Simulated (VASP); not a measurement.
A run of VASP 6.6.1 is set up as follows.

Contents of INCAR:

```
SYSTEM = Cu
ALGO = Normal
EDIFF = 1E-6
ENCUT = 520
ISIF = 2
ISMEAR = -1
LASPH = .True.
LCHARG = .False.
LREAL = .False.
LWAVE = .False.
NBANDS = 18
NELM = 60
PREC = Accurate
SIGMA = 0.1
```

Contents of KPOINTS:

```
k-points
0
Gamma
  16 16 9
  0 0 0
```

Contents of POSCAR:

```
Cu
1.0
    2.4525032246      0.0000000000      0.0000000000
   -1.2262516123      2.1239300954      0.0000000000
    0.0000000000      0.0000000000      4.0179990611
Cu
2
Direct
    0.3333333333      0.6666666667      0.2500000000
    0.6666666667      0.3333333333      0.7500000000
```

Potentials or basis: VASP PAW LDA potentials, release 64 (Cu).

Launch:

```sh
$ cat potpaw_LDA.64/Cu/POTCAR > POTCAR
$ mpirun -np 1 vasp_std > vasp.out
```

Predict the pressure.

9.4 GPa.

Predict the band gap on the k mesh.

zero (band 11 reaches 12.59 eV, above the bottom of band 12 at 6.85 eV).

Stress tensor (GPa, compression positive):
```
9.57 0.00 0.00
0.00 9.57 0.00
0.00 0.00 9.21
```
